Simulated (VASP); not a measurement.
# BN (P6_3/mmc) in VASP: further runs

Runs on BN. Level: PBE. Tasks: single point.

All numbers are computed with VASP 6.6.1; they aren't measurements. Logs are shortened: lines on timing, memory, paths and dates and some standing lists are left out, and cuts for length are marked.

### 1 The cell of the first run

It takes space group P6_3/mmc (No. 194, hexagonal). The conventional cell has a = 2.471 Å, b = 2.471 Å, c = 6.475 Å, α = 90.00°, β = 90.00°, γ = 120.00°. B (site symmetry -6m2) has 3 N at 1.43 Å within 1.9 Å. N (site symmetry -6m2) has 3 B at 1.43 Å within 1.9 Å.

### 2 Single point, PBE (strained)

The input, INCAR:

```
SYSTEM = BN
PREC = Accurate ; ENCUT = 520
EDIFF = 1E-6 ; ISMEAR = 0
SIGMA = 0.02 ; LREAL = .FALSE.
LASPH = .TRUE. ; NELM = 80
ALGO = Normal ; ISIF = 2
LWAVE = .FALSE. ; LCHARG = .FALSE.
GGA = PE ; NBANDS = 16
```

The input, KPOINTS:

```
regular mesh
0
G
  12 12 4
  0 0 0
```

The input, POSCAR:

```
BN
1.0
    2.4714147722      0.0000000000      0.0000000000
   -1.2357073862      2.1403079760      0.0000000000
    0.0000000000      0.0000000000      6.4746197880
B N
2 2
Direct
    0.3333333333      0.6666666667      0.2500000000
    0.6666666667      0.3333333333      0.7500000000
    0.3333333333      0.6666666667      0.7500000000
    0.6666666667      0.3333333333      0.2500000000
```

Potentials or basis: VASP PAW PBE potentials, release 64 (B, N).

The run is started by

```bash
cat potpaw_PBE.64/B/POTCAR potpaw_PBE.64/N/POTCAR > POTCAR
mpirun -np 1 vasp_std > vasp.out
```

OUTCAR:

```text
SYSTEM = BN
   PREC = Accurate
   ENCUT = 520
   EDIFF = 1E-6
   ISMEAR = 0
   LREAL = .FALSE.
   LASPH = .TRUE.
   NELM = 80
   ISIF = 2
   GGA = PE

 ion  position               nearest neighbor table
   1  0.333  0.667  0.250-   4 1.43   4 1.43   4 1.43
   2  0.667  0.333  0.750-   3 1.43   3 1.43   3 1.43
   3  0.333  0.667  0.750-   2 1.43   2 1.43   2 1.43
   4  0.667  0.333  0.250-   1 1.43   1 1.43   1 1.43

  LATTYP: Found a hexagonal cell.
 ALAT       =     2.4714147722
 C/A-ratio  =     2.6198029812

  Lattice vectors:

 A1 = (   2.4714147722,   0.0000000000,   0.0000000000)
 A2 = (  -1.2357073862,   2.1403079760,   0.0000000000)
 A3 = (   0.0000000000,   0.0000000000,   6.4746197880)

Analysis of symmetry for initial positions (statically):
=====================================================================
 Subroutine PRICEL returns:
 Original cell was already a primitive cell.

 Routine SETGRP: Setting up the symmetry group for a
 hexagonal supercell.

 Subroutine GETGRP returns: Found 24 space group operations
 (whereof 12 operations were pure point group operations)
 out of a pool of 24 trial point group operations.

The static configuration has the point symmetry D_3d.
 The point group associated with its full space group is D_6h.

Analysis of symmetry for dynamics (positions and initial velocities):
=====================================================================
 Subroutine PRICEL returns:
 Original cell was already a primitive cell.

 Routine SETGRP: Setting up the symmetry group for a
 hexagonal supercell.

 Subroutine GETGRP returns: Found 24 space group operations
 (whereof 12 operations were pure point group operations)
 out of a pool of 24 trial point group operations.

The dynamic configuration has the point symmetry D_3d.
 The point group associated with its full space group is D_6h.

 Subroutine INISYM returns: Found 24 space group operations
 (whereof 12 operations are pure point group operations),
 and found     1 'primitive' translations

----------------------------------------------------------------------------------------

                                     Primitive cell

  volume of cell :      34.2481

  direct lattice vectors                    reciprocal lattice vectors
     2.471414772  0.000000000  0.000000000     0.404626537  0.233611240  0.000000000
    -1.235707386  2.140307976  0.000000000     0.000000000  0.467222480  0.000000000
     0.000000000  0.000000000  6.474619788     0.000000000  0.000000000  0.154449224

[... 85 lines left out ...]
   ENCUT  =  520.0 eV  38.22 Ry    6.18 a.u.   4.60  4.60 12.04*2*pi/ulx,y,z
   NELM   =     80;   NELMIN=  2; NELMDL= -5     # of ELM steps
   EDIFF  = 0.1E-05   stopping-criterion for ELM
   LREAL  =      F    real-space projection
   EDIFFG = 0.1E-04   stopping-criterion for IOM
   NSW    =      0    number of steps for IOM
   IBRION =     -1    ionic relax: 0-MD 1-quasi-New 2-CG
   NFREE  =      0    steps in history (QN), initial steepest desc. (CG)
   ISIF   =      2    stress and relaxation
   ISYM   =      2    0-nonsym 1-usesym 2-fastsym
   POTIM  = 0.5000    time-step for ionic-motion
   TEBEG  =    0.0;   TEEND  =   0.0 temperature during run
   PSTRESS=    0.0 pullay stress
   NELECT =      16.0000    total number of electrons
   NUPDOWN=      -1.0000    fix difference up-down
   EMIN   =  10.00;   EMAX   =-10.00  energy-range for DOS
   EFERMI =   0.00;   METHOD = LEGACY
   ISMEAR =     0;   SIGMA  =   0.02  broadening in eV -4-tet -1-fermi 0-gaus
   EFERMI_NEDOS =   21; number of points for ismear=-14 and -15
   IALGO  =     38    algorithm
   IMIX   =      4    mixing-type and parameters
     AMIX     =   0.40;   BMIX     =  1.00
     AMIX_MAG =   1.60;   BMIX_MAG =  1.00
  volume/ion in A,a.u.               =       8.56        57.78
  Fermi-wavevector in a.u.,A,eV,Ry     =   1.270290  2.400499 21.954848  1.613636
  Thomas-Fermi vector in A             =   2.403285
   LORBIT       =      0    0 simple, 1 ext, 2 COOP (PROOUT), +10 PAW based schemes
   GGA     = PE    functional components
   LHFCALC =     F    Hartree Fock is set to
   AEXX    =    0.0000 exact exchange contribution
   IVDW    =     0    specifies the selected vdW correction
   LEPSILON=     F    determine dielectric tensor
   LRPA    =     F    only Hartree local field effects (RPA)
 non-spin polarized calculation
 Gauss-broadening in eV      SIGMA  =   0.02
  energy-cutoff  :      520.00
  volume of cell :       34.25
 maximum number of plane-waves:       942
   NGX =  9   NGY =  9   NGZ = 25

 number of electron      15.9999996 magnetization

 Free energy of the ion-electron system (eV)
  ---------------------------------------------------
  ext. energy  EPLUGINS =         0.00000000
  ---------------------------------------------------
  free energy    TOTEN  =       -35.06752531 eV

  energy without entropy =      -35.06752531  energy(sigma->0) =      -35.06752531

 E-fermi :   2.7915     XC(G=0): -10.3198

 val. band max:        2.6635533483   @ k =   0.3333   0.2500   0.0000
 cond. band min:       6.9549462590   @ k =   0.5000   0.0000   0.0000
 fundamental gap:      4.2913929107
 Fermi energy:         2.7915049856

 k-point     1 :       0.0000    0.0000    0.0000
  band No.  band energies     occupation
      1     -15.4095      2.00000
      2     -15.0581      2.00000
      3      -3.8725      2.00000
      4      -1.5028      2.00000
      5       1.3689      2.00000
      6       1.3689      2.00000
[... 433 lines left out ...]
      3      -4.3226      2.00000
      4      -4.2518      2.00000
      5      -0.9674      2.00000
      6      -0.9157      2.00000
[... 8 lines left out ...]
     15      19.9997      0.00000
     16      21.8394      0.00000

 [... further k-points ...]
[... 5 lines left out ...]
  --------------------------------------------------------------------------------------
  -------------------------------------------------------------------------------------
  Total        4.1492145      4.1492145      0.8354300     -0.0000000      0.0000000      0.0000000
  in kB      194.1065968    194.1065968     39.0826931     -0.0000000      0.0000000      0.0000000
  external PRESSURE =     142.4319623 kB  Pullay stress =       0.0000000 kB

 VOLUME and BASIS-vectors are now :
 -----------------------------------------------------------------------------
  energy-cutoff  :      520.00
  volume of cell :       34.25
      direct lattice vectors                 reciprocal lattice vectors
     2.471414772  0.000000000  0.000000000     0.404626537  0.233611240  0.000000000
    -1.235707386  2.140307976  0.000000000     0.000000000  0.467222480  0.000000000
     0.000000000  0.000000000  6.474619788     0.000000000  0.000000000  0.154449224

 POSITION                                       TOTAL-FORCE (eV/Angst)
 -----------------------------------------------------------------------------------
     -0.00000      1.42687      1.61865         0.000000     -0.000000      0.000000
      1.23571      0.71344      4.85596        -0.000000      0.000000      0.000000
     -0.00000      1.42687      4.85596         0.000000     -0.000000      0.000000
      1.23571      0.71344      1.61865         0.000000      0.000000      0.000000
 -----------------------------------------------------------------------------------
    total drift:                               -0.000000      0.000000      0.000000

  FREE ENERGIE OF THE ION-ELECTRON SYSTEM (eV)
  ---------------------------------------------------
  free  energy   TOTEN  =       -35.0675253126 eV

  energy  without entropy=      -35.0675253126  energy(sigma->0) =      -35.06752531
```

It took 10 s on 1 thread of Intel Xeon 6975P-C (Granite Rapids), shared host; peak memory 0.15 GiB.

What came out:

```
Free energy            : -35.0675 eV
Pressure               : 14.2 GPa
Band gap on the k mesh : 4.29 eV, indirect (least direct gap 4.72 eV)
```

Stress tensor (GPa, compression positive):
```
19.41  0.00  0.00
 0.00 19.41  0.00
 0.00  0.00  3.91
```

Caveat: the cell differs from its parent crystal (strained); this functional lacks dispersion, which binds the layers, so the pressure and a relaxed spacing across them are unreliable. A k mesh can miss the band edges.

### 3 Single point, PBE (strained)

The input, INCAR:

```
ALGO = Normal ; EDIFF = 1E-7
ENCUT = 520 ; GGA = PE
ISIF = 2 ; ISMEAR = 0
LASPH = True ; LCHARG = False
LREAL = False ; LWAVE = False
NBANDS = 16 ; NELM = 100
PREC = Accurate ; SIGMA = 0.02
```

The input, KPOINTS:

```
k-points
0
Gamma
  12 12 4
```

The input, POSCAR:

```
BN
1.0
    2.5333635270      0.0000000000      0.0000000000
   -1.2666817635      2.1939571714      0.0000000000
    0.0000000000      0.0000000000      6.1398278760
B N
2 2
Direct
    0.3333333333      0.6666666667      0.2500000000
    0.6666666667      0.3333333333      0.7500000000
    0.3333333333      0.6666666667      0.7500000000
    0.6666666667      0.3333333333      0.2500000000
```

Potentials or basis: VASP PAW PBE potentials, release 64 (B, N).

The run is started by

```bash
cat potpaw_PBE.64/B/POTCAR potpaw_PBE.64/N/POTCAR > POTCAR
mpirun -np 1 vasp_std > vasp.out
```

It took 12 s on 1 thread of Intel Xeon 6975P-C (Granite Rapids), shared host; peak memory 0.15 GiB.

Results (log left out):

* Free energy: -35.0625 eV
* Pressure: -3.8 GPa
* Band gap on the k mesh: 4.06 eV, indirect (least direct gap 4.35 eV)

Stress tensor (GPa, compression positive):
```
-8.83  0.00  0.00
 0.00 -8.83  0.00
 0.00  0.00  6.39
```

Levels at points of the mesh, in eV from the valence-band top:
```
           k point  band 6  band 7  band 8  band 9  band 10  band 11
(0.00, 0.00, 0.00)   -1.46   -1.38   -1.38    5.74    10.93    11.12
(0.50, 0.00, 0.00)   -4.06   -1.79   -0.29    4.06     5.90     9.24
(0.00, 0.00, 0.50)   -1.42   -1.42   -1.42    8.44     8.44    11.24
(0.50, 0.00, 0.50)   -4.13   -0.97   -0.97    4.57     4.57     9.53
```

Caveat: the cell differs from its parent crystal (strained); this functional lacks dispersion, which binds the layers, so the pressure and a relaxed spacing across them are unreliable.

### 4 Single point, PBE (strained)

The input, INCAR:

```
  PREC = Accurate
  ENCUT = 520
  EDIFF = 1E-6
  ISMEAR = 0
  SIGMA = 0.02
  LREAL = False
  LASPH = True
  NELM = 60
  ALGO = Normal
  ISIF = 2
  LWAVE = False
  LCHARG = False
  GGA = PE
  NBANDS = 16
```

The input, KPOINTS:

```
regular mesh
0
Gamma
  12 12 4
```

The input, POSCAR:

```
BN
1.0
    2.5711237219      0.0000000000      0.0000000000
   -1.2855618610      2.2266584594      0.0000000000
    0.0000000000      0.0000000000      6.4401147720
B N
2 2
Direct
    0.3333333333      0.6666666667      0.2500000000
    0.6666666667      0.3333333333      0.7500000000
    0.3333333333      0.6666666667      0.7500000000
    0.6666666667      0.3333333333      0.2500000000
```

Potentials or basis: VASP PAW PBE potentials, release 64 (B, N).

The run is started by

```bash
cat potpaw_PBE.64/B/POTCAR potpaw_PBE.64/N/POTCAR > POTCAR
mpirun -np 1 vasp_std > vasp.out
```

OUTCAR:

```text
PREC = Accurate
   ENCUT = 520
   EDIFF = 1E-6
   ISMEAR = 0
   LREAL = False
   LASPH = True
   NELM = 60
   ISIF = 2
   GGA = PE

 ion  position               nearest neighbor table
   1  0.333  0.667  0.250-   4 1.48   4 1.48   4 1.48
   2  0.667  0.333  0.750-   3 1.48   3 1.48   3 1.48
   3  0.333  0.667  0.750-   2 1.48   2 1.48   2 1.48
   4  0.667  0.333  0.250-   1 1.48   1 1.48   1 1.48

  LATTYP: Found a hexagonal cell.
 ALAT       =     2.5711237219
 C/A-ratio  =     2.5047860269

  Lattice vectors:

 A1 = (   2.5711237219,   0.0000000000,   0.0000000000)
 A2 = (  -1.2855618610,   2.2266584594,   0.0000000000)
 A3 = (   0.0000000000,   0.0000000000,   6.4401147720)

Analysis of symmetry for initial positions (statically):
=====================================================================
 Subroutine PRICEL returns:
 Original cell was already a primitive cell.

 Routine SETGRP: Setting up the symmetry group for a
 hexagonal supercell.

 Subroutine GETGRP returns: Found 24 space group operations
 (whereof 12 operations were pure point group operations)
 out of a pool of 24 trial point group operations.

The static configuration has the point symmetry D_3d.
 The point group associated with its full space group is D_6h.

Analysis of symmetry for dynamics (positions and initial velocities):
=====================================================================
 Subroutine PRICEL returns:
 Original cell was already a primitive cell.

 Routine SETGRP: Setting up the symmetry group for a
 hexagonal supercell.

 Subroutine GETGRP returns: Found 24 space group operations
 (whereof 12 operations were pure point group operations)
 out of a pool of 24 trial point group operations.

The dynamic configuration has the point symmetry D_3d.
 The point group associated with its full space group is D_6h.

[... 116 lines left out ...]
   EFERMI =   0.00;   METHOD = LEGACY
   ISMEAR =     0;   SIGMA  =   0.02  broadening in eV -4-tet -1-fermi 0-gaus
   EFERMI_NEDOS =   21; number of points for ismear=-14 and -15
   IALGO  =     38    algorithm
   IMIX   =      4    mixing-type and parameters
     AMIX     =   0.40;   BMIX     =  1.00
     AMIX_MAG =   1.60;   BMIX_MAG =  1.00
  volume/ion in A,a.u.               =       9.22        62.20
  Fermi-wavevector in a.u.,A,eV,Ry     =   1.239438  2.342198 20.901355  1.536206
  Thomas-Fermi vector in A             =   2.373921
   LORBIT       =      0    0 simple, 1 ext, 2 COOP (PROOUT), +10 PAW based schemes
   GGA     = PE    functional components
   LHFCALC =     F    Hartree Fock is set to
   AEXX    =    0.0000 exact exchange contribution
   IVDW    =     0    specifies the selected vdW correction
   LEPSILON=     F    determine dielectric tensor
   LRPA    =     F    only Hartree local field effects (RPA)
 non-spin polarized calculation
 Gauss-broadening in eV      SIGMA  =   0.02
  energy-cutoff  :      520.00
  volume of cell :       36.87
 maximum number of plane-waves:      1008
 NGX is ok and might be reduce to    20
   NGX =  9   NGY =  9   NGZ = 23

 number of electron      16.0000001 magnetization

 Free energy of the ion-electron system (eV)
  ---------------------------------------------------
  ext. energy  EPLUGINS =         0.00000000
  ---------------------------------------------------
  free energy    TOTEN  =       -35.01170997 eV

  energy without entropy =      -35.01170997  energy(sigma->0) =      -35.01170997

 E-fermi :   2.3951     XC(G=0): -10.1055

 val. band max:        2.2345604424   @ k =   0.3333   0.2500   0.0000
 cond. band min:       6.2938185238   @ k =   0.5000   0.0000   0.0000
 fundamental gap:      4.0592580815
 Fermi energy:         2.3951403734

 k-point     1 :       0.0000    0.0000    0.0000
  band No.  band energies     occupation
      1     -15.1901      2.00000
      2     -14.8109      2.00000
      3      -3.7921      2.00000
      4      -1.2793      2.00000
      5       0.7663      2.00000
      6       0.7663      2.00000
[... 433 lines left out ...]
      3      -4.5461      2.00000
      4      -4.4619      2.00000
      5      -1.3170      2.00000
      6      -1.2520      2.00000
[... 8 lines left out ...]
     15      18.3667      0.00000
     16      19.5583      0.00000

 [... further k-points ...]
[... 5 lines left out ...]
  --------------------------------------------------------------------------------------
  -------------------------------------------------------------------------------------
  Total       -5.2127415     -5.2127415      0.8509618      0.0000000      0.0000000      0.0000000
  in kB     -226.5200137   -226.5200137     36.9786005      0.0000000      0.0000000      0.0000000
  external PRESSURE =    -138.6871423 kB  Pullay stress =       0.0000000 kB

 VOLUME and BASIS-vectors are now :
 -----------------------------------------------------------------------------
  energy-cutoff  :      520.00
  volume of cell :       36.87
      direct lattice vectors                 reciprocal lattice vectors
     2.571123722  0.000000000  0.000000000     0.388934998  0.224551726  0.000000000
    -1.285561861  2.226658459  0.000000000     0.000000000  0.449103452  0.000000000
     0.000000000  0.000000000  6.440114772     0.000000000  0.000000000  0.155276736

 POSITION                                       TOTAL-FORCE (eV/Angst)
 -----------------------------------------------------------------------------------
     -0.00000      1.48444      1.61003        -0.000000      0.000000      0.000000
      1.28556      0.74222      4.83009         0.000000     -0.000000      0.000000
     -0.00000      1.48444      4.83009         0.000000      0.000000      0.000000
      1.28556      0.74222      1.61003        -0.000000      0.000000      0.000000
 -----------------------------------------------------------------------------------
    total drift:                               -0.000000      0.000000      0.000000

  FREE ENERGIE OF THE ION-ELECTRON SYSTEM (eV)
  ---------------------------------------------------
  free  energy   TOTEN  =       -35.0117099657 eV

  energy  without entropy=      -35.0117099657  energy(sigma->0) =      -35.01170997
```

OSZICAR:

```text
N       E                     dE             d eps       ncg     rms          rms(c)
DAV:   1     0.467235225392E+02    0.46724E+02   -0.78131E+03  1824   0.915E+02
DAV:   2    -0.348615930009E+02   -0.81585E+02   -0.73292E+02  2608   0.213E+02
DAV:   3    -0.380221099358E+02   -0.31605E+01   -0.31454E+01  2376   0.419E+01
DAV:   4    -0.380415760675E+02   -0.19466E-01   -0.19463E-01  2272   0.367E+00
DAV:   5    -0.380417498011E+02   -0.17373E-03   -0.17373E-03  2336   0.331E-01    0.106E+01
DAV:   6    -0.352599266539E+02    0.27818E+01   -0.48435E+00  2304   0.170E+01    0.465E+00
DAV:   7    -0.350752145119E+02    0.18471E+00   -0.45446E-01  2408   0.503E+00    0.300E+00
DAV:   8    -0.350161319204E+02    0.59083E-01   -0.20484E-01  2368   0.298E+00    0.471E-01
DAV:   9    -0.350108251469E+02    0.53068E-02   -0.13409E-02  2128   0.962E-01    0.173E-01
DAV:  10    -0.350116154689E+02   -0.79032E-03   -0.13704E-03  2144   0.275E-01    0.346E-02
DAV:  11    -0.350117012402E+02   -0.85771E-04   -0.88459E-05  2296   0.762E-02    0.219E-02
DAV:  12    -0.350117097739E+02   -0.85337E-05   -0.23495E-05  2040   0.346E-02    0.265E-03
DAV:  13    -0.350117099657E+02   -0.19183E-06   -0.55980E-07  1968   0.574E-03
   1 F= -.35011710E+02 E0= -.35011710E+02  d E =-.236872E-31
```

stdout:

```text
POSCAR found type information on POSCAR B N
 POSCAR found :  2 types and       4 ions
 scaLAPACK will be used
 LDA part: xc-table for (Slater+PW92), standard interpolation
 POSCAR, INCAR and KPOINTS ok, starting setup
 FFT: planning ... GRIDC
 FFT: planning ... GRID_SOFT
 FFT: planning ... GRID
 WAVECAR not read
 entering main loop
```

It took 11 s on 1 thread of Intel Xeon 6975P-C (Granite Rapids), shared host; peak memory 0.16 GiB.

What came out:

```yaml
Free_energy: -35.0117 eV
Pressure: -13.9 GPa
Band_gap_on_the_k_mesh: 4.06 eV, indirect (least direct gap 4.38 eV)
```

Stress tensor (GPa, compression positive):
```
-22.65   0.00   0.00
  0.00 -22.65   0.00
  0.00   0.00   3.70
```

Caveat: the cell differs from its parent crystal (strained); this functional lacks dispersion, which binds the layers, so the pressure and a relaxed spacing across them are unreliable.

### 5 The runs side by side

```csv
cell,gap on the mesh (eV),pressure (GPa)
"a = 2.471, b = 2.471, c = 6.475 Å, angles 90.0, 90.0, 120.0°, 4 atoms",4.29,14.2
"a = 2.533, b = 2.533, c = 6.140 Å, angles 90.0, 90.0, 120.0°, 4 atoms",4.06,-3.8
"a = 2.571, b = 2.571, c = 6.440 Å, angles 90.0, 90.0, 120.0°, 4 atoms",4.06,-13.9
```

Alike in all rows: task single point; level PBE; potentials or basis VASP PAW PBE potentials, release 64 (B, N); no spin polarisation; k mesh 12 × 12 × 4; cutoff (eV) 520; smearing gaussian 0.02 eV.

Caveats: this functional lacks dispersion, which binds the layers, so the pressure and a relaxed spacing across them are unreliable.

Total energies depend on the potentials used, so only differences within one code and one set of settings carry meaning.
